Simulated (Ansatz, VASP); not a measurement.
# One calculation of InPd, two programs

```
In Pd
1.0
     3.27188    0.00000    0.00000
     0.00000    3.27188    0.00000
     0.00000    0.00000    3.27188
In Pd
1 1
Direct
  0.00000 0.00000 0.00000
  0.58823 0.58823 0.58823
```

Change from the starting cell: all Pd atoms moved -0.500 Å, as atom 2 towards its neighbour atom 1 (In) at 2.834 Å.

Alike in both runs: task single point; functional r2SCAN; k mesh 14 × 14 × 14; occupations gaussian, width 0.15 eV; no spin polarisation.

|  | VASP | Ansatz |
| --- | --- | --- |
| version | VASP 6.6.1 | Ansatz 0.2.0 |
| potentials or method | VASP PAW PBE potentials, release 64 (In_d, Pd), cutoff 520 eV | scalar-relativistic, plane waves, PAW |
| valence electrons in the cell | 23 | 31 |

VASP gave:

* gap on the k mesh at the Fermi level (eV): none
* pressure (GPa): 15.0
* traceless stress, the component that is largest in VASP (GPa): 11.16
* rms of the force components (eV/Å): 2.365

**Question.** Estimate Ansatz's values.

**Answer.** gap on the k mesh at the Fermi level (eV): none; pressure (GPa): 14.1; traceless stress, the component that is largest in VASP (GPa): 10.93; rms of the force components (eV/Å): 2.300.

VASP's potentials were made for PBE, not for r2SCAN. Atom by atom the forces differ by 0.065 eV/Å (rms over components). A gap of «none» marks a metal or a gap that the smearing closes. VASP's potentials hold 23 valence electrons a cell and Ansatz's 31, so a difference there can come from the potentials and not from the codes.
